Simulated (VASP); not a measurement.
# Al3GaN4 (P-42m) in VASP: a series of runs, part 2 of 2

VASP 6.6.1.

### 4 Single point, r2SCAN (strain +0.000 along x and y, +0.080 along z)

Contents of POSCAR:

```
Al3GaN4
1.0
    4.4012372926      0.0000000000      0.0000000000
    0.0000000000      4.4012372926      0.0000000000
    0.0000000000      0.0000000000      4.7533362760
Al Ga N
3 1 4
Direct
    0.5000000000      0.5000000000      0.0000000000
    0.5000000000      0.0000000000      0.5000000000
    0.0000000000      0.5000000000      0.5000000000
    0.0000000000      0.0000000000      0.0000000000
    0.7444581602      0.7444581602      0.2555418398
    0.7444581602      0.2555418398      0.7444581602
    0.2555418398      0.7444581602      0.7444581602
    0.2555418398      0.2555418398      0.2555418398
```

Contents of INCAR.step1:

```
PREC = Accurate
ENCUT = 520
ISMEAR = 0
SIGMA = 0.05
LREAL = F
LASPH = T
NELM = 60
NBANDS = 31
GGA = PE
ALGO = Normal
EDIFF = 1E-4
LWAVE = T
LCHARG = F
```

Contents of INCAR.step2:

```
PREC = Accurate
ENCUT = 520
EDIFF = 1E-6
ISMEAR = 0
SIGMA = 0.05
LREAL = F
LASPH = T
NELM = 60
ALGO = Normal
ISIF = 2
LWAVE = F
LCHARG = F
METAGGA = R2SCAN
LMIXTAU = T
NBANDS = 31
ISTART = 1
```

Contents of KPOINTS:

```
regular mesh
0
Gamma
  6 6 6
```

Potentials or basis: VASP PAW PBE potentials, release 64 (Al, Ga_d, N).

The run is started by

```sh
$ cat potpaw_PBE.64/Al/POTCAR potpaw_PBE.64/Ga_d/POTCAR potpaw_PBE.64/N/POTCAR > POTCAR
$ cp INCAR.step1 INCAR
$ mpirun -np 1 vasp_std > vasp.out
$ cp INCAR.step2 INCAR
$ mpirun -np 1 vasp_std > vasp.out
```

OUTCAR:

```text
PREC = Accurate
   ENCUT = 520
   EDIFF = 1E-6
   ISMEAR = 0
   LREAL = F
   LASPH = T
   NELM = 60
   ISIF = 2
   METAGGA = R2SCAN
   ISTART = 1

 ion  position               nearest neighbor table
   1  0.500  0.500  0.000-   5 1.95   6 1.95   7 1.95   8 1.95   4 3.11   4 3.11   4 3.11   4 3.11
                             3 3.24   2 3.24   3 3.24   2 3.24   3 3.24   2 3.24   3 3.24   2 3.24
   2  0.500  0.000  0.500-   5 1.94   6 1.94   7 1.94   8 1.94   3 3.11   3 3.11   3 3.11   3 3.11
                             1 3.24   1 3.24   1 3.24   1 3.24
   3  0.000  0.500  0.500-   5 1.94   6 1.94   7 1.94   8 1.94   2 3.11   2 3.11   2 3.11   2 3.11
                             1 3.24   1 3.24   1 3.24   1 3.24
   4  0.000  0.000  0.000-   5 2.00   6 2.00   7 2.00   8 2.00   1 3.11   1 3.11   1 3.11   1 3.11

   5  0.744  0.744  0.256-   2 1.94   3 1.94   1 1.95   4 2.00
   6  0.744  0.256  0.744-   2 1.94   3 1.94   1 1.95   4 2.00
   7  0.256  0.744  0.744-   2 1.94   3 1.94   1 1.95   4 2.00
   8  0.256  0.256  0.256-   2 1.94   3 1.94   1 1.95   4 2.00

  LATTYP: Found a simple tetragonal cell.
 ALAT       =     4.4012372926
 C/A-ratio  =     1.0800000000

  Lattice vectors:

 A1 = (   4.4012372926,   0.0000000000,   0.0000000000)
 A2 = (   0.0000000000,   4.4012372926,   0.0000000000)
 A3 = (   0.0000000000,   0.0000000000,   4.7533362760)

Analysis of symmetry for initial positions (statically):
=====================================================================
 Subroutine PRICEL returns:
 Original cell was already a primitive cell.

 Routine SETGRP: Setting up the symmetry group for a
 simple tetragonal supercell.

 Subroutine GETGRP returns: Found  8 space group operations
 (whereof  8 operations were pure point group operations)
 out of a pool of 16 trial point group operations.

The static configuration has the point symmetry D_2d.

Analysis of symmetry for dynamics (positions and initial velocities):
=====================================================================
 Subroutine PRICEL returns:
 Original cell was already a primitive cell.

 Routine SETGRP: Setting up the symmetry group for a
 simple tetragonal supercell.

 Subroutine GETGRP returns: Found  8 space group operations
 (whereof  8 operations were pure point group operations)
 out of a pool of 16 trial point group operations.

The dynamic configuration has the point symmetry D_2d.

 Subroutine INISYM returns: Found  8 space group operations
 (whereof  8 operations are pure point group operations),
 and found     1 'primitive' translations

----------------------------------------------------------------------------------------

                                     Primitive cell

  volume of cell :      92.0764

  direct lattice vectors                    reciprocal lattice vectors
     4.401237293  0.000000000  0.000000000     0.227208835  0.000000000  0.000000000
     0.000000000  4.401237293  0.000000000     0.000000000  0.227208835  0.000000000
     0.000000000  0.000000000  4.753336276     0.000000000  0.000000000  0.210378551

  length of vectors
[... 53 lines left out ...]
  0.333333  0.000000  0.000000      4.000000
  0.500000  0.000000  0.000000      2.000000
  0.166667  0.166667  0.000000      4.000000
  0.333333  0.166667  0.000000      8.000000
[... 16 lines left out ...]
  0.333333  0.000000  0.333333      8.000000
  0.500000  0.000000  0.333333      4.000000
 [... further k-points ...]
   k-points           NKPTS =     40   k-points in BZ     NKDIM =     40   number of bands    NBANDS=     31
   number of dos      NEDOS =    301   number of ions     NIONS =      8
   total plane-waves  NPLWV =  46656
   dimension x,y,z NGX =    36 NGY =   36 NGZ =   36
   dimension x,y,z NGXF=    72 NGYF=   72 NGZF=   72
   ions per type =               3   1   4
   NGX,Y,Z   is equivalent  to a cutoff of  13.60, 13.60, 12.59 a.u.
   NGXF,Y,Z  is equivalent  to a cutoff of  27.20, 27.20, 25.18 a.u.
 SYSTEM =  unknown system
   PREC   = accura    normal or accurate (medium, high low for compatibility)
   ISTART =      1    job   : 0-new  1-cont  2-samecut
   ICHARG =      0    charge: 1-file 2-atom 10-const
   ISPIN  =      1    spin polarized calculation?
   LNONCOLLINEAR =      F non collinear calculations
   LSORBIT =      F    spin-orbit coupling
   LASPH  =      T    aspherical Exc in radial PAW
   ENCUT  =  520.0 eV  38.22 Ry    6.18 a.u.   8.18  8.18  8.84*2*pi/ulx,y,z
   NELM   =     60;   NELMIN=  2; NELMDL=  0     # of ELM steps
   EDIFF  = 0.1E-05   stopping-criterion for ELM
   LREAL  =      F    real-space projection
   EDIFFG = 0.1E-04   stopping-criterion for IOM
   NSW    =      0    number of steps for IOM
   IBRION =     -1    ionic relax: 0-MD 1-quasi-New 2-CG
   NFREE  =      0    steps in history (QN), initial steepest desc. (CG)
   ISIF   =      2    stress and relaxation
   ISYM   =      2    0-nonsym 1-usesym 2-fastsym
   POTIM  = 0.5000    time-step for ionic-motion
   TEBEG  =    0.0;   TEEND  =   0.0 temperature during run
   PSTRESS=    0.0 pullay stress
   NELECT =      42.0000    total number of electrons
   NUPDOWN=      -1.0000    fix difference up-down
   EMIN   =  10.00;   EMAX   =-10.00  energy-range for DOS
   EFERMI =   0.00;   METHOD = LEGACY
   ISMEAR =     0;   SIGMA  =   0.05  broadening in eV -4-tet -1-fermi 0-gaus
   EFERMI_NEDOS =   21; number of points for ismear=-14 and -15
   IALGO  =     38    algorithm
   IMIX   =      4    mixing-type and parameters
     AMIX     =   0.40;   BMIX     =  1.00
     AMIX_MAG =   1.60;   BMIX_MAG =  1.00
  volume/ion in A,a.u.               =      11.51        77.67
  Fermi-wavevector in a.u.,A,eV,Ry     =   1.260207  2.381446 21.607708  1.588122
  Thomas-Fermi vector in A             =   2.393728
   LORBIT       =      0    0 simple, 1 ext, 2 COOP (PROOUT), +10 PAW based schemes
   METAGGA = R2SCAN    functional components
   LHFCALC =     F    Hartree Fock is set to
   AEXX    =    0.0000 exact exchange contribution
   IVDW    =     0    specifies the selected vdW correction
   LEPSILON=     F    determine dielectric tensor
   LRPA    =     F    only Hartree local field effects (RPA)
 non-spin polarized calculation
 Gauss-broadening in eV      SIGMA  =   0.05
  energy-cutoff  :      520.00
  volume of cell :       92.08
 maximum number of plane-waves:      2522
 NGX is ok and might be reduce to    36
   NGX = 17   NGY = 17   NGZ = 17

 number of electron      41.9999992 magnetization

 Free energy of the ion-electron system (eV)
  ---------------------------------------------------
  ext. energy  EPLUGINS =         0.00000000
  ---------------------------------------------------
  free energy    TOTEN  =       -78.93985791 eV

  energy without entropy =      -78.93985791  energy(sigma->0) =      -78.93985791

 E-fermi :   5.1690     XC(G=0): -11.3881

 val. band max:        4.9467869981   @ k =   0.1667   0.1667   0.0000
 cond. band min:       8.2188913903   @ k =   0.0000   0.0000   0.0000
 fundamental gap:      3.2721043922
 Fermi energy:         5.1690275383

 k-point     1 :       0.0000    0.0000    0.0000
  band No.  band energies     occupation
      1     -10.7039      2.00000
      2      -9.1847      2.00000
      3      -9.1016      2.00000
      4      -9.1016      2.00000
      5      -8.3135      2.00000
      6      -8.2759      2.00000
[... 805 lines left out ...]
     30      15.5234      0.00000
     31      15.7764      0.00000

 [... further k-points ...]

------------------------ aborting loop because EDIFF is reached ----------------------------------------

  FORCE on cell =-STRESS in cart. coord.  units (eV):
  Direction    XX          YY          ZZ          XY          YZ          ZX
  --------------------------------------------------------------------------------------
  -------------------------------------------------------------------------------------
  Total       -5.4497502     -5.4497502    -13.3454838      0.0000000      0.0000000      0.0000000
  in kB      -94.8285413    -94.8285413   -232.2184898      0.0000000      0.0000000      0.0000000
  external PRESSURE =    -140.6251908 kB  Pullay stress =       0.0000000 kB

 VOLUME and BASIS-vectors are now :
 -----------------------------------------------------------------------------
  energy-cutoff  :      520.00
  volume of cell :       92.08
      direct lattice vectors                 reciprocal lattice vectors
     4.401237293  0.000000000  0.000000000     0.227208835  0.000000000  0.000000000
     0.000000000  4.401237293  0.000000000     0.000000000  0.227208835  0.000000000
     0.000000000  0.000000000  4.753336276     0.000000000  0.000000000  0.210378551

 POSITION                                       TOTAL-FORCE (eV/Angst)
 -----------------------------------------------------------------------------------
      2.20062      2.20062      0.00000        -0.000000     -0.000000      0.000000
      2.20062      0.00000      2.37667        -0.000000      0.000000      0.000000
      0.00000      2.20062      2.37667        -0.000000      0.000000      0.000000
      0.00000      0.00000      0.00000        -0.000000      0.000000      0.000000
      3.27654      3.27654      1.21468        -0.059190     -0.059190     -0.012373
      3.27654      1.12470      3.53866        -0.059190      0.059190      0.012373
      1.12470      3.27654      3.53866         0.059190     -0.059190      0.012373
      1.12470      1.12470      1.21468         0.059190      0.059190     -0.012373
 -----------------------------------------------------------------------------------
    total drift:                               -0.000000     -0.000000      0.000000

  FREE ENERGIE OF THE ION-ELECTRON SYSTEM (eV)
  ---------------------------------------------------
  free  energy   TOTEN  =       -78.9398579067 eV

  energy  without entropy=      -78.9398579067  energy(sigma->0) =      -78.93985791
```

Run time: 7.9 min. Hardware: 1 thread of Intel Xeon 8259CL, shared host; peak memory 0.28 GiB.

Results:

```yaml
Free_energy: -78.9399 eV
Pressure: -14.1 GPa
Largest_force: 0.085 eV/Å
Band_gap_on_the_k_mesh: 3.27 eV (least direct gap 3.29 eV)
```

Forces on the atoms (eV/Å):
```
Al   0.000  0.000  0.000
Al   0.000  0.000  0.000
Al   0.000  0.000  0.000
Ga   0.000  0.000  0.000
N   -0.059 -0.059 -0.012
N   -0.059  0.059  0.012
N    0.059 -0.059  0.012
N    0.059  0.059 -0.012
```

Stress tensor (GPa, compression positive):
```
 -9.48   0.00   0.00
  0.00  -9.48   0.00
  0.00   0.00 -23.22
```

Caveat: the cell differs from its parent crystal (strain +0.000 along x and y, +0.080 along z); the stress differs along the axes, from -23 to -9 GPa; the PAW data sets were made with another functional, which shifts forces and pressure a little.

### 5 Single point, r2SCAN (strain +0.080 along x and y, -0.040 along z)

POSCAR, as its differences from that of step 4:

```diff
@@ -2,5 +2,5 @@
 1.0
-    4.4012372926      0.0000000000      0.0000000000
-    0.0000000000      4.4012372926      0.0000000000
-    0.0000000000      0.0000000000      4.7533362760
+    4.7533362760      0.0000000000      0.0000000000
+    0.0000000000      4.7533362760      0.0000000000
+    0.0000000000      0.0000000000      4.2251878009
 Al Ga N
```

Contents of INCAR.step1:

```
ALGO = Normal
EDIFF = 1E-4
ENCUT = 520
GGA = PE
ISMEAR = 0
LASPH = T
LCHARG = F
LREAL = F
LWAVE = T
NBANDS = 31
NELM = 80
PREC = Accurate
SIGMA = 0.05
```

Contents of INCAR.step2:

```
ALGO = Normal
EDIFF = 1E-7
ENCUT = 520
ISIF = 2
ISMEAR = 0
ISTART = 1
LASPH = T
LCHARG = T
LELF = T
LMIXTAU = T
LREAL = F
LVHAR = T
LWAVE = F
METAGGA = R2SCAN
NBANDS = 31
NELM = 80
PREC = Accurate
SIGMA = 0.05
```

Contents of KPOINTS:

```
k-points
0
Gamma
  6 6 6
```

Potentials or basis: VASP PAW PBE potentials, release 64 (Al, Ga_d, N).

The run is started by

```sh
$ cat potpaw_PBE.64/Al/POTCAR potpaw_PBE.64/Ga_d/POTCAR potpaw_PBE.64/N/POTCAR > POTCAR
$ cp INCAR.step1 INCAR
$ mpirun -np 1 vasp_std > vasp.out
$ cp INCAR.step2 INCAR
$ mpirun -np 1 vasp_std > vasp.out
```

OUTCAR:

```text
EDIFF = 1E-7
   ENCUT = 520
   ISIF = 2
   ISMEAR = 0
   ISTART = 1
   LASPH = T
   LREAL = F
   METAGGA = R2SCAN
   NELM = 80
   PREC = Accurate

 ion  position               nearest neighbor table
   1  0.500  0.500  0.000-   5 1.97   6 1.97   7 1.97   8 1.97   2 3.18   3 3.18   2 3.18   3 3.18
                             2 3.18   2 3.18   3 3.18   3 3.18
   2  0.500  0.000  0.500-   5 1.97   6 1.97   7 1.97   8 1.97   1 3.18   1 3.18   1 3.18   1 3.18
                             3 3.36   3 3.36   3 3.36   3 3.36
   3  0.000  0.500  0.500-   5 1.97   6 1.97   7 1.97   8 1.97   1 3.18   1 3.18   1 3.18   1 3.18
                             2 3.36   2 3.36   2 3.36   2 3.36
   4  0.000  0.000  0.000-   5 2.03   6 2.03   7 2.03   8 2.03
   5  0.744  0.744  0.256-   1 1.97   2 1.97   3 1.97   4 2.03
   6  0.744  0.256  0.744-   1 1.97   2 1.97   3 1.97   4 2.03
   7  0.256  0.744  0.744-   1 1.97   2 1.97   3 1.97   4 2.03
   8  0.256  0.256  0.256-   1 1.97   2 1.97   3 1.97   4 2.03

  LATTYP: Found a simple tetragonal cell.
 ALAT       =     4.7533362760
 C/A-ratio  =     0.8888888889

  Lattice vectors:

 A1 = (   4.7533362760,   0.0000000000,   0.0000000000)
[... 199 lines left out ...]
      1     -10.7945      2.00000
      2      -9.4068      2.00000
      3      -9.4068      2.00000
      4      -9.3476      2.00000
      5      -8.7034      2.00000
      6      -8.6522      2.00000
[... 805 lines left out ...]
     30      14.2519      0.00000
     31      14.9911      0.00000

 [... further k-points ...]

------------------------ aborting loop because EDIFF is reached ----------------------------------------

  FORCE on cell =-STRESS in cart. coord.  units (eV):
  Direction    XX          YY          ZZ          XY          YZ          ZX
  --------------------------------------------------------------------------------------
  -------------------------------------------------------------------------------------
  Total      -14.3634620    -14.3634620     -6.3042697      0.0000000      0.0000000      0.0000000
  in kB     -241.0608117   -241.0608117   -105.8040453      0.0000000      0.0000000      0.0000000
  external PRESSURE =    -195.9752229 kB  Pullay stress =       0.0000000 kB

 VOLUME and BASIS-vectors are now :
 -----------------------------------------------------------------------------
  energy-cutoff  :      520.00
  volume of cell :       95.46
      direct lattice vectors                 reciprocal lattice vectors
     4.753336276  0.000000000  0.000000000     0.210378551  0.000000000  0.000000000
     0.000000000  4.753336276  0.000000000     0.000000000  0.210378551  0.000000000
     0.000000000  0.000000000  4.225187801     0.000000000  0.000000000  0.236675870

 POSITION                                       TOTAL-FORCE (eV/Angst)
 -----------------------------------------------------------------------------------
      2.37667      2.37667      0.00000         0.000000     -0.000000      0.000000
      2.37667      0.00000      2.11259         0.000000      0.000000      0.000000
      0.00000      2.37667      2.11259         0.000000      0.000000      0.000000
      0.00000      0.00000      0.00000         0.000000      0.000000      0.000000
      3.53866      3.53866      1.07971         0.003629      0.003629      0.110750
      3.53866      1.21468      3.14548         0.003629     -0.003629     -0.110750
      1.21468      3.53866      3.14548        -0.003629      0.003629     -0.110750
      1.21468      1.21468      1.07971        -0.003629     -0.003629      0.110750
 -----------------------------------------------------------------------------------
    total drift:                               -0.000000     -0.000000      0.000000

  FREE ENERGIE OF THE ION-ELECTRON SYSTEM (eV)
  ---------------------------------------------------
  free  energy   TOTEN  =       -78.4413726624 eV

  energy  without entropy=      -78.4413726624  energy(sigma->0) =      -78.44137266
```

OUTCAR.step1:

```text
EDIFF = 1E-4
   ENCUT = 520
   GGA = PE
   ISMEAR = 0
[... 1065 lines left out ...]
      3.53866      3.53866      1.07971        -0.019925     -0.019925      0.132649
      3.53866      1.21468      3.14548        -0.019925      0.019925     -0.132649
      1.21468      3.53866      3.14548         0.019925     -0.019925     -0.132649
      1.21468      1.21468      1.07971         0.019925      0.019925      0.132649
 -----------------------------------------------------------------------------------
    total drift:                               -0.000000     -0.000000      0.000000

  FREE ENERGIE OF THE ION-ELECTRON SYSTEM (eV)
  ---------------------------------------------------
  free  energy   TOTEN  =       -55.9976597435 eV

  energy  without entropy=      -55.9976597435  energy(sigma->0) =      -55.99765974
```

OSZICAR.step1:

```text
N       E                     dE             d eps       ncg     rms          rms(c)
DAV:   1     0.314547074007E+03    0.31455E+03   -0.19262E+04  2784   0.163E+03
DAV:   2    -0.189101145076E+02   -0.33346E+03   -0.30994E+03  2951   0.447E+02
DAV:   3    -0.626254443645E+02   -0.43715E+02   -0.43074E+02  2845   0.125E+02
DAV:   4    -0.644704933427E+02   -0.18450E+01   -0.18383E+01  3334   0.292E+01
DAV:   5    -0.645100326553E+02   -0.39539E-01   -0.39513E-01  2945   0.398E+00    0.159E+01
DAV:   6    -0.558861991436E+02    0.86238E+01   -0.29875E+01  3892   0.469E+01    0.538E+00
DAV:   7    -0.560338780427E+02   -0.14768E+00   -0.22803E+00  2818   0.105E+01    0.391E+00
DAV:   8    -0.560307814174E+02    0.30966E-02   -0.44485E-01  3378   0.511E+00    0.133E+00
DAV:   9    -0.559971927885E+02    0.33589E-01   -0.97976E-02  3592   0.357E+00    0.643E-01
DAV:  10    -0.559971648031E+02    0.27985E-04   -0.20178E-02  3061   0.738E-01    0.195E-01
DAV:  11    -0.559976506085E+02   -0.48581E-03   -0.85924E-04  3231   0.195E-01    0.402E-02
DAV:  12    -0.559976597435E+02   -0.91350E-05   -0.58962E-05  2017   0.720E-02
   1 F= -.55997660E+02 E0= -.55997660E+02  d E =-.410281E-13
```

Run time: 7.8 min. Hardware: 1 thread of Intel Xeon 8259CL, shared host; peak memory 0.27 GiB.

What came out:

| Property | Result |
| --- | --- |
| Free energy | -78.4414 eV |
| Pressure | -19.6 GPa |
| Largest force | 0.111 eV/Å |
| Band gap on the k mesh | 2.83 eV |

Forces in eV/Å, atoms in the order of the input:
```
Al   0.000  0.000  0.000
Al   0.000  0.000  0.000
Al   0.000  0.000  0.000
Ga   0.000  0.000  0.000
N    0.004  0.004  0.111
N    0.004 -0.004 -0.111
N   -0.004  0.004 -0.111
N   -0.004 -0.004  0.111
```

Stress tensor (GPa, compression positive):
```
-24.11   0.00   0.00
  0.00 -24.11   0.00
  0.00   0.00 -10.58
```

Caveat: the cell differs from its parent crystal (strain +0.080 along x and y, -0.040 along z); the stress differs along the axes, from -24 to -11 GPa; the PAW data sets were made with another functional, which shifts forces and pressure a little.

### 6 Summary

```csv
cell,gap on the mesh (eV),pressure (GPa),largest force (eV/Å)
"a = 4.577, b = 4.577, c = 4.225 Å, 8 atoms",3.56,-7.7,0.10
"a = 4.753, b = 4.753, c = 4.049 Å, 8 atoms",3.05,-14.5,0.15
"a = 4.401, b = 4.401, c = 4.753 Å, 8 atoms",3.27,-14.1,0.08
"a = 4.753, b = 4.753, c = 4.225 Å, 8 atoms",2.83,-19.6,0.11
```

Alike in all rows: task single point; level r2SCAN; potentials or basis VASP PAW PBE potentials, release 64 (Al, Ga_d, N); no spin polarisation; k mesh 6 × 6 × 6; cutoff (eV) 520; smearing gaussian 0.05 eV.

Caveats: the PAW data sets were made with another functional, which shifts forces and pressure a little; the stress differs along the axes, from -11 to -1 GPa (at least some runs); the stress differs along the axes, from -20 to -4 GPa (at least some runs); the stress differs along the axes, from -23 to -9 GPa (at least some runs); the stress differs along the axes, from -24 to -11 GPa (at least some runs).

Absolute energies hang on the potentials; compare differences alone.
